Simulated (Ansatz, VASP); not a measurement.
One calculation of RuSe, two programs

The input INCAR:

```
PREC = Accurate ; ENCUT = 520
EDIFF = 1E-6 ; ISMEAR = 0
SIGMA = 0.05 ; LREAL = False
LASPH = True ; NELM = 60
ALGO = Normal ; ISIF = 2
LWAVE = False ; LCHARG = True
GGA = CA ; LELF = True
LVHAR = True ; NBANDS = 17
```

KPOINTS

```
regular mesh
0
Gamma
  12 12 12
```

File POSCAR:

```
RuSe
1.0
    0.0000000000      2.5704067165      2.5704067165
    2.5704067165      0.0000000000      2.5704067165
    2.5704067165      2.5704067165      0.0000000000
Ru Se
1 1
Direct
    0.5000000000      0.5000000000      0.5000000000
    0.0000000000      0.0000000000      0.0000000000
```

Input for Ansatz:

```yaml
crystal:
  lattice:
    - [0.0, 2.5704067165, 2.5704067165]
    - [2.5704067165, 0.0, 2.5704067165]
    - [2.5704067165, 2.5704067165, 0.0]
  atoms:
    - { symbol: Ru, position: [0.5, 0.5, 0.5] }
    - { symbol: Se, position: [0.0, 0.0, 0.0] }
basis:
  ecutwfc: 420
  ecutrho_ratio: 4
kpoints:
  mp_grid: { grid: [12, 12, 12] }
hamiltonian:
  xc: lda
scf:
  occupations: { method: gaussian, width: 0.05 }
output:
  forces: true
  stress: true
  eigenvalues: true
  populations: true
```

Alike in both runs: task single point; functional LDA; k mesh 12 × 12 × 12; occupations gaussian, width 0.05 eV; no spin polarisation.

|  | VASP | Ansatz |
| --- | --- | --- |
| version | VASP 6.6.1 | Ansatz 0.2.0 |
| potentials or method | VASP PAW LDA potentials, release 64 (Ru_pv, Se), cutoff 520 eV | scalar-relativistic, plane waves, PAW |
| valence electrons in the cell | 20 | 32 |

VASP gave:

- gap on the k mesh at the Fermi level (eV): none
- pressure (GPa): -9.3

Question: What did Ansatz give for the same quantities?

Answer: gap on the k mesh at the Fermi level (eV): none; pressure (GPa): -9.7.

LDA's correlation is that of Perdew and Zunger in VASP and of Perdew and Wang (1992) in Ansatz. A gap of «none» marks a metal or a gap that the smearing closes. VASP's potentials hold 20 valence electrons a cell and Ansatz's 32, so a difference there can come from the potentials and not from the codes.
